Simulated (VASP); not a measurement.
# Ru (P6_3/mmc) in VASP: notebook

Runs on Ru. Level: r2SCAN. Tasks: single point, relaxation of cell and atoms.

Program: VASP 6.6.1. These are calculated values, not measurements. Logs are shortened: lines on timing, memory, paths and dates and some standing lists are left out, and cuts for length are marked.

**1. The cell of the first run**

It takes space group P6_3/mmc (No. 194, hexagonal). The conventional cell has a = 2.755 Å, b = 2.755 Å, c = 4.432 Å, α = 90.00°, β = 90.00°, γ = 120.00°. Within 3.6 Å of Ru (site symmetry -6m2) lie 12 Ru at 2.73 to 2.76 Å.

**2. Single point, r2SCAN**

POSCAR

```
Ru
1.0
    2.7553266055      0.0000000000      0.0000000000
   -1.3776633027      2.3861828361      0.0000000000
    0.0000000000      0.0000000000      4.4317463204
Ru
2
Direct
    0.6666666667      0.3333333333      0.7500000000
    0.3333333333      0.6666666667      0.2500000000
```

INCAR.step1

```
SYSTEM = Ru
  PREC = Accurate
  ENCUT = 520
  ISMEAR = 0
  SIGMA = 0.1
  LREAL = .False.
  LASPH = .True.
  NELM = 100
  NBANDS = 21
  GGA = PE
  ALGO = Normal
  EDIFF = 1E-4
  LWAVE = .True.
  LCHARG = .False.
```

INCAR.step2

```
SYSTEM = Ru
  PREC = Accurate
  ENCUT = 520
  EDIFF = 1E-7
  ISMEAR = 0
  SIGMA = 0.1
  LREAL = .False.
  LASPH = .True.
  NELM = 100
  ALGO = Normal
  ISIF = 2
  LWAVE = .False.
  LCHARG = .False.
  METAGGA = R2SCAN
  LMIXTAU = .True.
  NBANDS = 21
  ISTART = 1
```

KPOINTS

```
regular mesh
0
Gamma
  6 6 4
  0 0 0
```

Potentials or basis: VASP PAW PBE potentials, release 64 (Ru_pv).

Launch:

```sh
cat potpaw_PBE.64/Ru_pv/POTCAR > POTCAR
cp INCAR.step1 INCAR
mpirun -np 1 vasp_std > vasp.out
cp INCAR.step2 INCAR
mpirun -np 1 vasp_std > vasp.out
```

OUTCAR:

```text
SYSTEM = Ru
   PREC = Accurate
   ENCUT = 520
   EDIFF = 1E-7
   ISMEAR = 0
   LREAL = .False.
   LASPH = .True.
   NELM = 100
   ISIF = 2
   METAGGA = R2SCAN
   ISTART = 1

 ion  position               nearest neighbor table
   1  0.667  0.333  0.750-   2 2.73   2 2.73   2 2.73   2 2.73   2 2.73   2 2.73
   2  0.333  0.667  0.250-   1 2.73   1 2.73   1 2.73   1 2.73   1 2.73   1 2.73

  LATTYP: Found a hexagonal cell.
 ALAT       =     2.7553266055
 C/A-ratio  =     1.6084286747

  Lattice vectors:

 A1 = (   2.7553266055,   0.0000000000,   0.0000000000)
 A2 = (  -1.3776633027,   2.3861828361,   0.0000000000)
 A3 = (   0.0000000000,   0.0000000000,   4.4317463204)

Analysis of symmetry for initial positions (statically):
=====================================================================
 Subroutine PRICEL returns:
 Original cell was already a primitive cell.

 Routine SETGRP: Setting up the symmetry group for a
 hexagonal supercell.

 Subroutine GETGRP returns: Found 24 space group operations
 (whereof 12 operations were pure point group operations)
 out of a pool of 24 trial point group operations.

The static configuration has the point symmetry D_3d.
 The point group associated with its full space group is D_6h.

Analysis of symmetry for dynamics (positions and initial velocities):
=====================================================================
 Subroutine PRICEL returns:
 Original cell was already a primitive cell.

 Routine SETGRP: Setting up the symmetry group for a
 hexagonal supercell.

 Subroutine GETGRP returns: Found 24 space group operations
 (whereof 12 operations were pure point group operations)
 out of a pool of 24 trial point group operations.

The dynamic configuration has the point symmetry D_3d.
 The point group associated with its full space group is D_6h.

 Subroutine INISYM returns: Found 24 space group operations
 (whereof 12 operations are pure point group operations),
 and found     1 'primitive' translations

----------------------------------------------------------------------------------------

                                     Primitive cell

  volume of cell :      29.1375

  direct lattice vectors                    reciprocal lattice vectors
     2.755326606  0.000000000  0.000000000     0.362933381  0.209539685  0.000000000
    -1.377663303  2.386182836  0.000000000     0.000000000  0.419079370  0.000000000
     0.000000000  0.000000000  4.431746320     0.000000000  0.000000000  0.225644684
[... 76 lines left out ...]
   LSORBIT =      F    spin-orbit coupling
   LASPH  =      T    aspherical Exc in radial PAW
   ENCUT  =  520.0 eV  38.22 Ry    6.18 a.u.   5.12  5.12  8.24*2*pi/ulx,y,z
   NELM   =    100;   NELMIN=  2; NELMDL=  0     # of ELM steps
   EDIFF  = 0.1E-06   stopping-criterion for ELM
   LREAL  =      F    real-space projection
   EDIFFG = 0.1E-05   stopping-criterion for IOM
   NSW    =      0    number of steps for IOM
   IBRION =     -1    ionic relax: 0-MD 1-quasi-New 2-CG
   NFREE  =      0    steps in history (QN), initial steepest desc. (CG)
   ISIF   =      2    stress and relaxation
   ISYM   =      2    0-nonsym 1-usesym 2-fastsym
   POTIM  = 0.5000    time-step for ionic-motion
   TEBEG  =    0.0;   TEEND  =   0.0 temperature during run
   PSTRESS=    0.0 pullay stress
   NELECT =      28.0000    total number of electrons
   NUPDOWN=      -1.0000    fix difference up-down
   EMIN   =  10.00;   EMAX   =-10.00  energy-range for DOS
   EFERMI =   0.00;   METHOD = LEGACY
   ISMEAR =     0;   SIGMA  =   0.10  broadening in eV -4-tet -1-fermi 0-gaus
   EFERMI_NEDOS =   21; number of points for ismear=-14 and -15
   IALGO  =     38    algorithm
   IMIX   =      4    mixing-type and parameters
     AMIX     =   0.40;   BMIX     =  1.00
     AMIX_MAG =   1.60;   BMIX_MAG =  1.00
  volume/ion in A,a.u.               =      14.57        98.31
  Fermi-wavevector in a.u.,A,eV,Ry     =   1.615512  3.052876 35.509574  2.609880
  Thomas-Fermi vector in A             =   2.710248
   LORBIT       =      0    0 simple, 1 ext, 2 COOP (PROOUT), +10 PAW based schemes
   METAGGA = R2SCAN    functional components
   LHFCALC =     F    Hartree Fock is set to
   AEXX    =    0.0000 exact exchange contribution
   IVDW    =     0    specifies the selected vdW correction
   LEPSILON=     F    determine dielectric tensor
   LRPA    =     F    only Hartree local field effects (RPA)
 non-spin polarized calculation
 Gauss-broadening in eV      SIGMA  =   0.10
  energy-cutoff  :      520.00
  volume of cell :       29.14
 maximum number of plane-waves:       808
   NGX = 11   NGY = 11   NGZ = 17

 number of electron      27.9999997 magnetization

 Free energy of the ion-electron system (eV)
  ---------------------------------------------------
  ext. energy  EPLUGINS =         0.00000000
  ---------------------------------------------------
  free energy    TOTEN  =       -50.63904735 eV

  energy without entropy =      -50.62245861  energy(sigma->0) =      -50.63075298

 E-fermi :  11.7007     XC(G=0): -14.9110

 val. band max:       11.6891879218   @ k =   0.3333   0.1667   0.2500
 cond. band min:      11.7278194251   @ k =   0.3333  -0.0000   0.0000
 fundamental gap:      0.0386315033
 Fermi energy:        11.7007100289

 k-point     1 :       0.0000    0.0000    0.0000
  band No.  band energies     occupation
      1     -33.3180      2.00000
      2     -32.5250      2.00000
      3     -32.5249      2.00000
      4     -32.3902      2.00000
      5     -32.3902      2.00000
      6     -32.3755      2.00000
[... 493 lines left out ...]
     20      19.8632      0.00000
     21      21.9508      0.00000

------------------------ aborting loop because EDIFF is reached ----------------------------------------

  FORCE on cell =-STRESS in cart. coord.  units (eV):
  Direction    XX          YY          ZZ          XY          YZ          ZX
  --------------------------------------------------------------------------------------
  -------------------------------------------------------------------------------------
  Total       -2.8696013     -2.8696013     -5.0982317     -0.0000000      0.0000000      0.0000000
  in kB     -157.7903545   -157.7903545   -280.3357326     -0.0000000      0.0000000      0.0000000
  external PRESSURE =    -198.6388139 kB  Pullay stress =       0.0000000 kB

 VOLUME and BASIS-vectors are now :
 -----------------------------------------------------------------------------
  energy-cutoff  :      520.00
  volume of cell :       29.14
      direct lattice vectors                 reciprocal lattice vectors
     2.755326606  0.000000000  0.000000000     0.362933381  0.209539685  0.000000000
    -1.377663303  2.386182836  0.000000000     0.000000000  0.419079370  0.000000000
     0.000000000  0.000000000  4.431746320     0.000000000  0.000000000  0.225644684

 POSITION                                       TOTAL-FORCE (eV/Angst)
 -----------------------------------------------------------------------------------
      1.37766      0.79539      3.32381         0.000000      0.000000      0.000000
     -0.00000      1.59079      1.10794        -0.000000     -0.000000      0.000000
 -----------------------------------------------------------------------------------
    total drift:                               -0.000000      0.000000     -0.000000

  FREE ENERGIE OF THE ION-ELECTRON SYSTEM (eV)
  ---------------------------------------------------
  free  energy   TOTEN  =       -50.6390473480 eV

  energy  without entropy=      -50.6224586124  energy(sigma->0) =      -50.63075298
```

OUTCAR.step1:

```text
SYSTEM = Ru
   PREC = Accurate
   ENCUT = 520
   ISMEAR = 0
   LREAL = .False.
   LASPH = .True.
[... 722 lines left out ...]
      1.37766      0.79539      3.32381         0.000000     -0.000000      0.000000
     -0.00000      1.59079      1.10794        -0.000000      0.000000      0.000000
 -----------------------------------------------------------------------------------
    total drift:                               -0.000000      0.000000     -0.000000

  FREE ENERGIE OF THE ION-ELECTRON SYSTEM (eV)
  ---------------------------------------------------
  free  energy   TOTEN  =       -18.3119063849 eV

  energy  without entropy=      -18.2946013402  energy(sigma->0) =      -18.30325386
```

It took 1.9 min on 1 thread of Intel Xeon 8259CL, shared host; peak memory 0.15 GiB.

Results:

- Free energy: -50.6390 eV
- Pressure: -19.9 GPa
- Band gap on the k mesh: zero (bands 14 and 15 overlap by 2.61 eV)

Levels at points of the mesh, in eV from the Fermi level:
| k point | band 11 | band 12 | band 13 | band 14 | band 15 | band 16 | band 17 | band 18 |
| --- | --- | --- | --- | --- | --- | --- | --- | --- |
| (0.00, 0.00, 0.00) | -2.62 | -2.04 | -2.04 | -1.42 | -1.42 | 0.88 | 0.88 | 0.88 |
| (0.50, 0.00, 0.00) | -2.30 | -1.90 | -1.73 | 1.18 | 1.47 | 1.53 | 3.67 | 5.72 |
| (0.00, 0.00, 0.50) | -2.76 | -2.76 | -2.76 | -2.76 | 0.26 | 0.26 | 0.26 | 0.26 |
| (0.50, 0.00, 0.50) | -1.16 | -1.16 | 0.21 | 0.21 | 1.40 | 1.40 | 3.06 | 3.06 |

Caveat: the k points lie up to 0.44 Å⁻¹ apart, too coarse for converged energies and pressures of a metal; the PAW data sets were made with another functional, which shifts forces and pressure a little.

[end of part 1 of 2]

The gap in the log of VASP goes by the Fermi energy; the results here count the filled bands.